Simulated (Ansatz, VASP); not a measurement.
One calculation of Cu, two programs

```
CELL_PARAMETERS angstrom
2.52059 0.00000 0.00000
-1.26030 2.18290 0.00000
0.00000 0.00000 4.21944
ATOMIC_POSITIONS crystal
Cu 0.33333 0.66667 0.25000
Cu 0.66667 0.33333 0.75000
```

Change from the starting cell: strain +0.000 along x and y, +0.025 along z, atoms carried along.

Alike in both runs: task single point; functional PBEsol; k mesh 30 × 30 × 14; occupations gaussian, width 0.15 eV; no spin polarisation.

|  | VASP | Ansatz |
| --- | --- | --- |
| version | VASP 6.6.1 | Ansatz 0.2.0 |
| potentials or method | VASP PAW PBE potentials, release 64 (Cu), cutoff 520 eV | scalar-relativistic, plane waves, PAW |
| valence electrons in the cell | 22 | 38 |

```tsv
	VASP	Ansatz	Ansatz less VASP
gap on the k mesh at the Fermi level (eV)	none	none	-
pressure (GPa)	-3.1	-3.8	-0.73
traceless stress, the component that is largest in VASP (GPa)	-2.38	-2.36	+0.016
```

VASP's potentials were made for PBE, not for PBEsol. A gap of «none» marks a metal or a gap that the smearing closes. With one functional, cell and mesh, what is left measures potentials, basis and numerics. VASP's potentials hold 22 valence electrons a cell and Ansatz's 38, so a difference there can come from the potentials and not from the codes.
